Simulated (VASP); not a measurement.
Set up this calculation in VASP 6.6.1, as the native input.

| Property | Result |
| --- | --- |
| Task | single point |
| Functional | PBE |
| Potentials or basis | VASP PAW PBE potentials, release 64 (Sn_d, Te) |
| Cutoff | 520 eV |
| k mesh | 1 × 1 × 1 |
| Occupations | gaussian, width 0.1 eV |
| Spin | no spin polarisation |
| Dipole correction | no |
| Further INCAR settings | ALGO = Normal; EDIFF = 1e-07; NBANDS = 24 |

The structure of SnTe3 lies in POSCAR:

```
SnTe3
1.0
    0.0000000000      3.8612190000      3.8612190000
    3.8612190000      0.0000000000      3.8612190000
    3.8612190000      3.8612190000      0.0000000000
Sn Te
1 3
Direct
    0.0000000000      0.0000000000      0.0000000000
    0.2500000000      0.2500000000      0.2500000000
    0.7500000000      0.7500000000      0.7500000000
    0.5000000000      0.5000000000      0.5000000000
```

These files were run (other wordings do the same):

INCAR

```
  PREC = Accurate
  ENCUT = 520
  EDIFF = 1E-7
  ISMEAR = 0
  SIGMA = 0.1
  LREAL = F
  LASPH = T
  NELM = 100
  ALGO = Normal
  ISIF = 2
  LWAVE = F
  LCHARG = F
  GGA = PE
  NBANDS = 24
```

KPOINTS

```
regular mesh
0
Gamma
  1 1 1
```

Potentials or basis: VASP PAW PBE potentials, release 64 (Sn_d, Te).

Launch:

```bash
$ cat potpaw_PBE.64/Sn_d/POTCAR potpaw_PBE.64/Te/POTCAR > POTCAR
$ mpirun -np 1 vasp_gam > vasp.out
```

Results of the run:

```
Pressure : -2.8 GPa
```

Caveat: the k points lie up to 1.41 Å⁻¹ apart.

It took 7.5 s on 1 thread of Intel(R) Xeon(R) 6975P-C (Granite Rapids), with other jobs on the host, peak memory 0.23 GiB.
